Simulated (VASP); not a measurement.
# SiC (P6_3/mmc) in VASP: settings compared

SiC is run at these levels: r2SCAN, PBE, PBEsol, LDA; tasks: single point, relaxation of cell and atoms.

Program: VASP 6.6.1. These are calculated values, not measurements. Logs are shortened: lines on timing, memory, paths and dates and some standing lists are left out, and cuts for length are marked.

## 1. The cell of the first run

Symmetry: P6_3/mmc, No. 194, hexagonal system. Conventional cell: a = 3.137 Å, b = 3.137 Å, c = 4.933 Å, α = 90.00°, β = 90.00°, γ = 120.00°. Si (site symmetry -6m2) has 3 C at 1.81 Å within 2.4 Å. Within 2.4 Å of C (site symmetry -6m2) lie 3 Si at 1.81 Å.

## 2. Single point, r2SCAN

File POSCAR:

```
SiC
1.0
    3.1373359322      0.0000000000      0.0000000000
   -1.5686679661      2.7170126175      0.0000000000
    0.0000000000      0.0000000000      4.9327143521
Si C
2 2
Direct
    0.3333333333      0.6666666667      0.2500000000
    0.6666666667      0.3333333333      0.7500000000
    0.6666666667      0.3333333333      0.2500000000
    0.3333333333      0.6666666667      0.7500000000
```

File INCAR.step1:

```
PREC = Accurate
ENCUT = 520
ISMEAR = -1
SIGMA = 0.02
LREAL = False
LASPH = True
NELM = 80
NBANDS = 16
GGA = PE
ALGO = Normal
EDIFF = 1E-4
LWAVE = True
LCHARG = False
```

File INCAR.step2:

```
PREC = Accurate
ENCUT = 520
EDIFF = 1E-6
ISMEAR = -1
SIGMA = 0.02
LREAL = False
LASPH = True
NELM = 80
ALGO = Normal
ISIF = 2
LWAVE = False
LCHARG = False
METAGGA = R2SCAN
LMIXTAU = True
NBANDS = 16
ISTART = 1
```

File KPOINTS:

```
Automatic mesh
0
Gamma
  12 12 6
```

Potentials or basis: VASP PAW PBE potentials, release 64 (Si, C).

Run with:

```sh
cat potpaw_PBE.64/Si/POTCAR potpaw_PBE.64/C/POTCAR > POTCAR
cp INCAR.step1 INCAR
mpirun -np 1 vasp_std > vasp.out
cp INCAR.step2 INCAR
mpirun -np 1 vasp_std > vasp.out
```

OUTCAR:

```text
PREC = Accurate
   ENCUT = 520
   EDIFF = 1E-6
   ISMEAR = -1
   LREAL = False
   LASPH = True
   NELM = 80
   ISIF = 2
   METAGGA = R2SCAN
   ISTART = 1

 ion  position               nearest neighbor table
   1  0.333  0.667  0.250-   3 1.81   3 1.81   3 1.81   4 2.47   4 2.47   2 3.06   2 3.06   2 3.06
                             2 3.06   2 3.06   2 3.06
   2  0.667  0.333  0.750-   4 1.81   4 1.81   4 1.81   3 2.47   3 2.47   1 3.06   1 3.06   1 3.06
                             1 3.06   1 3.06   1 3.06
   3  0.667  0.333  0.250-   1 1.81   1 1.81   1 1.81   2 2.47   2 2.47
   4  0.333  0.667  0.750-   2 1.81   2 1.81   2 1.81   1 2.47   1 2.47

  LATTYP: Found a hexagonal cell.
 ALAT       =     3.1373359322
 C/A-ratio  =     1.5722620907

  Lattice vectors:

 A1 = (   3.1373359322,   0.0000000000,   0.0000000000)
 A2 = (  -1.5686679661,   2.7170126175,   0.0000000000)
 A3 = (   0.0000000000,   0.0000000000,   4.9327143521)

Analysis of symmetry for initial positions (statically):
=====================================================================
 Subroutine PRICEL returns:
 Original cell was already a primitive cell.

 Routine SETGRP: Setting up the symmetry group for a
 hexagonal supercell.

 Subroutine GETGRP returns: Found 24 space group operations
 (whereof 12 operations were pure point group operations)
 out of a pool of 24 trial point group operations.

The static configuration has the point symmetry D_3d.
 The point group associated with its full space group is D_6h.

Analysis of symmetry for dynamics (positions and initial velocities):
=====================================================================
 Subroutine PRICEL returns:
 Original cell was already a primitive cell.

 Routine SETGRP: Setting up the symmetry group for a
 hexagonal supercell.

 Subroutine GETGRP returns: Found 24 space group operations
 (whereof 12 operations were pure point group operations)
 out of a pool of 24 trial point group operations.

The dynamic configuration has the point symmetry D_3d.
 The point group associated with its full space group is D_6h.

 Subroutine INISYM returns: Found 24 space group operations
 (whereof 12 operations are pure point group operations),
 and found     1 'primitive' translations

----------------------------------------------------------------------------------------

                                     Primitive cell

  volume of cell :      42.0474

  direct lattice vectors                    reciprocal lattice vectors
     3.137335932  0.000000000  0.000000000     0.318741767  0.184025645  0.000000000
    -1.568667966  2.717012618  0.000000000     0.000000000  0.368051290  0.000000000
     0.000000000  0.000000000  4.932714352     0.000000000  0.000000000  0.202728139

  length of vectors
     3.137335932  3.137335932  4.932714352     0.368051290  0.368051290  0.202728139

  position of ions in fractional coordinates (direct lattice)
     0.333333333  0.666666667  0.250000000
     0.666666667  0.333333333  0.750000000
     0.666666667  0.333333333  0.250000000
     0.333333333  0.666666667  0.750000000

  ion indices of the primitive-cell ions
   primitive index   ion index
                 1           1
                 2           2
                 3           3
                 4           4

----------------------------------------------------------------------------------------

 KPOINTS: Automatic mesh

Automatic generation of k-mesh.
 Grid dimensions read from file:
 generate k-points for:   12   12    6

 Generating k-lattice:

  Cartesian coordinates                     Fractional coordinates (reciprocal lattice)
     0.026561814  0.015335470  0.000000000     0.083333333  0.000000000  0.000000000
     0.000000000  0.030670941  0.000000000     0.000000000  0.083333333  0.000000000
     0.000000000  0.000000000  0.033788023     0.000000000  0.000000000  0.166666667

  Length of vectors
     0.030670941  0.030670941  0.033788023

  Shift w.r.t. Gamma in fractional coordinates (k-lattice)
     0.000000000  0.000000000  0.000000000

 Subroutine IBZKPT returns following result:
 ===========================================

 Found     76 irreducible k-points:

 Following reciprocal coordinates:
            Coordinates               Weight
  0.000000  0.000000  0.000000      1.000000
  0.083333 -0.000000  0.000000      6.000000
  0.166667 -0.000000  0.000000      6.000000
  0.250000 -0.000000  0.000000      6.000000
  0.333333  0.000000  0.000000      6.000000
  0.416667 -0.000000  0.000000      6.000000
[... 16 lines left out ...]
  0.250000 -0.000000  0.166667     12.000000
  0.333333  0.000000  0.166667     12.000000
 [... further k-points ...]
   k-points           NKPTS =     76   k-points in BZ     NKDIM =     76   number of bands    NBANDS=     16
   number of dos      NEDOS =    301   number of ions     NIONS =      4
   total plane-waves  NPLWV =  23040
   dimension x,y,z NGX =    24 NGY =   24 NGZ =   40
   dimension x,y,z NGXF=    48 NGYF=   48 NGZF=   80
   ions per type =               2   2
   NGX,Y,Z   is equivalent  to a cutoff of  12.72, 12.72, 13.48 a.u.
   NGXF,Y,Z  is equivalent  to a cutoff of  25.43, 25.43, 26.96 a.u.
 SYSTEM =  unknown system
   PREC   = accura    normal or accurate (medium, high low for compatibility)
   ISTART =      1    job   : 0-new  1-cont  2-samecut
   ICHARG =      0    charge: 1-file 2-atom 10-const
   ISPIN  =      1    spin polarized calculation?
   LNONCOLLINEAR =      F non collinear calculations
   LSORBIT =      F    spin-orbit coupling
   LASPH  =      T    aspherical Exc in radial PAW
   ENCUT  =  520.0 eV  38.22 Ry    6.18 a.u.   5.83  5.83  9.17*2*pi/ulx,y,z
   NELM   =     80;   NELMIN=  2; NELMDL=  0     # of ELM steps
   EDIFF  = 0.1E-05   stopping-criterion for ELM
   LREAL  =      F    real-space projection
[... 7 lines left out ...]
   TEBEG  =    0.0;   TEEND  =   0.0 temperature during run
   PSTRESS=    0.0 pullay stress
   NELECT =      16.0000    total number of electrons
   NUPDOWN=      -1.0000    fix difference up-down
   EMIN   =  10.00;   EMAX   =-10.00  energy-range for DOS
   EFERMI =   0.00;   METHOD = LEGACY
   ISMEAR =    -1;   SIGMA  =   0.02  broadening in eV -4-tet -1-fermi 0-gaus
   EFERMI_NEDOS =   21; number of points for ismear=-14 and -15
   IALGO  =     38    algorithm
   IMIX   =      4    mixing-type and parameters
     AMIX     =   0.40;   BMIX     =  1.00
     AMIX_MAG =   1.60;   BMIX_MAG =  1.00
  volume/ion in A,a.u.               =      10.51        70.94
  Fermi-wavevector in a.u.,A,eV,Ry     =   1.186320  2.241820 19.148237  1.407356
  Thomas-Fermi vector in A             =   2.322495
   LORBIT       =      0    0 simple, 1 ext, 2 COOP (PROOUT), +10 PAW based schemes
   METAGGA = R2SCAN    functional components
   LHFCALC =     F    Hartree Fock is set to
   AEXX    =    0.0000 exact exchange contribution
   IVDW    =     0    specifies the selected vdW correction
   LEPSILON=     F    determine dielectric tensor
   LRPA    =     F    only Hartree local field effects (RPA)
 non-spin polarized calculation
  energy-cutoff  :      520.00
  volume of cell :       42.05
 maximum number of plane-waves:      1148
 NGX is ok and might be reduce to    24
   NGX = 11   NGY = 11   NGZ = 19

 number of electron      16.0000001 magnetization

 Free energy of the ion-electron system (eV)
  ---------------------------------------------------
  ext. energy  EPLUGINS =         0.00000000
  ---------------------------------------------------
  free energy    TOTEN  =       -36.69134266 eV

  energy without entropy =      -36.69130525  energy(sigma->0) =      -36.69132396

 E-fermi :  10.3959     XC(G=0): -11.9172

 val. band max:       10.3506924367   @ k =   0.0000   0.0000   0.0000
 cond. band min:      10.4631043291   @ k =   0.5000  -0.0000   0.0000
 fundamental gap:      0.1124118923
 Fermi energy:        10.3959413514

 k-point     1 :       0.0000    0.0000    0.0000
  band No.  band energies     occupation
      1      -8.3384      2.00000
      2      -4.7531      2.00000
      3       0.1808      2.00000
      4       5.6096      2.00000
      5       5.6096      2.00000
      6       6.9509      2.00000
[... 8 lines left out ...]
     15      17.2443      0.00000
     16      18.7197      0.00000

 k-point     2 :       0.0833   -0.0000    0.0000
  band No.  band energies     occupation
      1      -8.2181      2.00000
      2      -4.6511      2.00000
      3       0.3029      2.00000
      4       4.9706      2.00000
      5       5.4239      2.00000
      6       6.5420      2.00000
[... 8 lines left out ...]
     15      16.9171      0.00000
     16      19.3784      0.00000

 k-point     3 :       0.1667   -0.0000    0.0000
  band No.  band energies     occupation
      1      -7.8606      2.00000
      2      -4.3542      2.00000
      3       0.6661      2.00000
      4       3.5358      2.00000
      5       4.9899      2.00000
      6       5.5078      2.00000
[... 8 lines left out ...]
     15      17.9275      0.00000
     16      19.1442      0.00000

 k-point     4 :       0.2500   -0.0000    0.0000
  band No.  band energies     occupation
      1      -7.2778      2.00000
      2      -3.9008      2.00000
      3       1.2584      2.00000
      4       1.9008      2.00000
      5       4.1884      2.00000
      6       4.5055      2.00000
[... 8 lines left out ...]
     15      18.3285      0.00000
     16      18.6753      0.00000

 k-point     5 :       0.3333    0.0000    0.0000
  band No.  band energies     occupation
      1      -6.4993      2.00000
      2      -3.4129      2.00000
      3       0.4340      2.00000
      4       2.0483      2.00000
      5       2.8238      2.00000
      6       4.0984      2.00000
[... 8 lines left out ...]
     15      18.2131      0.00000
     16      19.5405      0.00000

 k-point     6 :       0.4167   -0.0000    0.0000
  band No.  band energies     occupation
      1      -5.6154      2.00000
      2      -3.2627      2.00000
      3      -0.3890      2.00000
      4       1.6108      2.00000
      5       2.9325      2.00000
      6       3.8342      2.00000
[... 8 lines left out ...]
     15      19.1054      0.00000
     16      19.1210      0.00000
[... 267 lines left out ...]
 k-point    21 :       0.0833   -0.0000    0.1667
  band No.  band energies     occupation
      1      -8.0724      2.00000
      2      -5.1214      2.00000
      3       1.0290      2.00000
      4       5.0677      2.00000
      5       5.5073      2.00000
      6       6.3963      2.00000
[... 8 lines left out ...]
     15      16.6726      0.00000
     16      20.3096      0.00000

 k-point    22 :       0.1667   -0.0000    0.1667
  band No.  band energies     occupation
      1      -7.7160      2.00000
      2      -4.8089      2.00000
      3       1.3442      2.00000
      4       3.6816      2.00000
      5       5.0815      2.00000
      6       5.2897      2.00000
[... 8 lines left out ...]
     15      17.6696      0.00000
     16      19.7024      0.00000

 k-point    23 :       0.2500   -0.0000    0.1667
  band No.  band energies     occupation
      1      -7.1354      2.00000
      2      -4.3211      2.00000
      3       1.5319      2.00000
      4       2.4242      2.00000
      5       3.9053      2.00000
      6       4.6037      2.00000
[... 8 lines left out ...]
     15      18.7371      0.00000
     16      19.1235      0.00000

 k-point    24 :       0.3333    0.0000    0.1667
  band No.  band energies     occupation
      1      -6.3611      2.00000
      2      -3.7525      2.00000
      3       0.3478      2.00000
      4       2.4855      2.00000
      5       2.8480      2.00000
      6       4.2009      2.00000
[... 8 lines left out ...]
     15      19.2650      0.00000
     16      19.7027      0.00000

 [... further k-points ...]

------------------------ aborting loop because EDIFF is reached ----------------------------------------

  FORCE on cell =-STRESS in cart. coord.  units (eV):
  Direction    XX          YY          ZZ          XY          YZ          ZX
  --------------------------------------------------------------------------------------
  -------------------------------------------------------------------------------------
  Total       -0.1108439     -0.1108439      0.0297623     -0.0000000     -0.0000000      0.0000000
  in kB       -4.2236112     -4.2236112      1.1340661     -0.0000000     -0.0000000      0.0000000
  external PRESSURE =      -2.4377187 kB  Pullay stress =       0.0000000 kB

 VOLUME and BASIS-vectors are now :
 -----------------------------------------------------------------------------
  energy-cutoff  :      520.00
  volume of cell :       42.05
      direct lattice vectors                 reciprocal lattice vectors
     3.137335932  0.000000000  0.000000000     0.318741767  0.184025645  0.000000000
    -1.568667966  2.717012618  0.000000000     0.000000000  0.368051290  0.000000000
     0.000000000  0.000000000  4.932714352     0.000000000  0.000000000  0.202728139

 POSITION                                       TOTAL-FORCE (eV/Angst)
 -----------------------------------------------------------------------------------
     -0.00000      1.81134      1.23318         0.000000     -0.000000      0.000000
      1.56867      0.90567      3.69954        -0.000000      0.000000      0.000000
      1.56867      0.90567      1.23318        -0.000000      0.000000      0.000000
     -0.00000      1.81134      3.69954        -0.000000     -0.000000      0.000000
 -----------------------------------------------------------------------------------
    total drift:                               -0.000000      0.000000      0.000000

  FREE ENERGIE OF THE ION-ELECTRON SYSTEM (eV)
  ---------------------------------------------------
  free  energy   TOTEN  =       -36.6913426614 eV

  energy  without entropy=      -36.6913052536  energy(sigma->0) =      -36.69132396
```

Run time: 60 s. Hardware: 1 thread of Intel Xeon 6975P-C (Granite Rapids), shared host; peak memory 0.18 GiB.

Results:

```
Free energy            : -36.6913 eV
Pressure               : -0.2 GPa
Band gap on the k mesh : 0.11 eV, indirect (least direct gap 1.87 eV)
```

Caveat: the PAW data sets were made with another functional, which shifts forces and pressure a little. A k mesh can miss the band edges.

## 3. Relaxation of cell and atoms, PBE

This run uses another cell than the first one, of 8.34 Å³/atom, 0.793 times its volume.

File INCAR:

```
SYSTEM = SiC
PREC = Accurate
ENCUT = 600
EDIFF = 1E-6
ISMEAR = -1
SIGMA = 0.02
LREAL = .False.
LASPH = .True.
NELM = 80
ALGO = Normal
ISIF = 3
LWAVE = .False.
LCHARG = .False.
GGA = PE
IBRION = 2
NSW = 80
EDIFFG = -0.005
```

File KPOINTS:

```
Automatic mesh
0
Gamma
  12 12 6
  0 0 0
```

File POSCAR:

```
SiC
1.0
    3.1347861889      0.0000000000      0.0000000000
   -1.5673930944      2.7148044750      0.0000000000
    0.0000000000      0.0000000000      3.9182745000
Si C
2 2
Direct
    0.3333333333      0.6666666667      0.2500000000
    0.6666666667      0.3333333333      0.7500000000
    0.6666666667      0.3333333333      0.2500000000
    0.3333333333      0.6666666667      0.7500000000
```

Potentials or basis: VASP PAW PBE potentials, release 64 (Si, C).

Run with:

```sh
cat potpaw_PBE.64/Si/POTCAR potpaw_PBE.64/C/POTCAR > POTCAR
mpirun -np 1 vasp_std > vasp.out
```

It took 94 s on 1 thread of Intel Xeon 6975P-C (Granite Rapids), shared host; peak memory 0.18 GiB.

The run converged. Its results:

```yaml
Free_energy: -28.2949 eV
Relaxed_volume: 10.50 Å³/atom
Relaxed_cell: a = 3.167 Å, b = 3.167 Å, c = 4.837 Å, α = 90.00°, β = 90.00°, γ = 120.00°
Space_group_after_relaxing_to_0.05_Å: P6_3/mmc (No. 194)
Energy_gained_by_relaxing: 327.7 meV/atom
Ionic_steps: 13
Pressure_after_relaxing: 0.0 GPa
Band_gap_on_the_k_mesh: zero (band 8 reaches 10.52 eV, above the bottom of band 9 at 9.97 eV)
```

The path:
```csv
step,energy change (eV),largest force (eV/Å),pressure (GPa),volume (Å³)
1,0.0000,0.0000,48.96,33.35
2,-0.4658,0.0000,-25.51,47.12
3,-1.0032,0.0000,-4.40,40.36
4,-1.2531,0.0000,1.93,40.17
5,-1.2752,0.0000,6.60,40.03
6,-1.3078,0.0000,-2.14,42.37
7,-1.3099,0.0000,-0.46,41.87
8,-1.3099,0.0000,-0.60,41.91
9,-1.3107,0.0000,0.04,41.96
10,-1.3108,0.0000,0.09,41.96
11,-1.3107,0.0000,0.18,41.97
12,-1.3108,0.0000,0.11,41.96
13,-1.3108,0.0000,-0.02,42.01
```

Final structure:
```yaml
crystal:
  lattice:
    - [3.16688, 0.00000, 0.00000]
    - [-1.58344, 2.74260, 0.00000]
    - [0.00000, 0.00000, 4.83714]
  atoms:
    - { symbol: Si, position: [0.33333, 0.66667, 0.25000] }
    - { symbol: Si, position: [0.66667, 0.33333, 0.75000] }
    - { symbol: C, position: [0.66667, 0.33333, 0.25000] }
    - { symbol: C, position: [0.33333, 0.66667, 0.75000] }
```

Levels at points of the mesh, in eV from the Fermi level:
```
           k point  band 6  band 7  band 8  band 9  band 10  band 11
(0.00, 0.00, 0.00)   -2.91   -2.91    0.39    1.25     3.86     3.86
(0.50, 0.00, 0.00)   -6.14   -4.09   -3.99   -0.16     3.34     4.47
(0.00, 0.00, 0.50)   -3.68   -3.68   -3.68    2.68     2.68     4.49
(0.50, 0.00, 0.50)   -5.23   -2.77   -2.77    1.67     1.67     1.91
```

Caveat: the volume moved by over 15 % at a fixed basis, so the end points are rough.

(Continued in part 2 of 2.)
